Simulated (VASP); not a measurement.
Set up this calculation in VASP 6.6.1, as the native input.

| Quantity | Value |
| --- | --- |
| Task | single point |
| Functional | PBE |
| Potentials or basis | VASP PAW PBE potentials, release 64 (Fe) |
| Cutoff | 520 eV |
| k mesh | 11 × 11 × 11 |
| Occupations | fermi-dirac, width 0.05 eV |
| Spin | collinear spin, zero start |
| Starting moments | [0.0] μB |
| Fixed moment | 0 μB |
| Dipole correction | no |
| Further INCAR settings | ALGO = Normal; EDIFF = 1e-06; NBANDS = 14 |

The structure of Fe lies in POSCAR:

```
Fe
1.0
    0.0000000000      1.9417396906      1.9651051623
    1.4984397099      0.0000000000      1.9651051623
    1.4984397099      1.9417396906      0.0000000000
Fe
1
Direct
    0.0000000000      0.0000000000      0.0000000000
```

One way to write it, as run:

INCAR

```
PREC = Accurate
ENCUT = 520
EDIFF = 1E-6
ISMEAR = -1
SIGMA = 0.05
LREAL = F
LASPH = T
NELM = 150
ALGO = Normal
ISIF = 2
LWAVE = F
LCHARG = F
ISPIN = 2
MAGMOM = 0
LORBIT = 11
NUPDOWN = 0.0
LMAXMIX = 4
GGA = PE
NBANDS = 14
```

KPOINTS

```
regular mesh
0
Gamma
  11 11 11
```

Potentials or basis: VASP PAW PBE potentials, release 64 (Fe).

Launch:

```bash
$ cat potpaw_PBE.64/Fe/POTCAR > POTCAR
$ mpirun -np 1 vasp_std > vasp.out
```

It gave:

```json
{
 "Pressure": "-19.9 GPa",
 "Net moment": "0.00 μB per cell",
 "Valence electrons inside the program's atomic spheres": "Fe 7.25"
}
```

Caveat: the total moment is fixed, so each spin has its own Fermi level.

It took 32 s on 1 thread of Intel(R) Xeon(R) Platinum 8559C (Emerald Rapids) (shared host), peak memory 0.17 GiB.
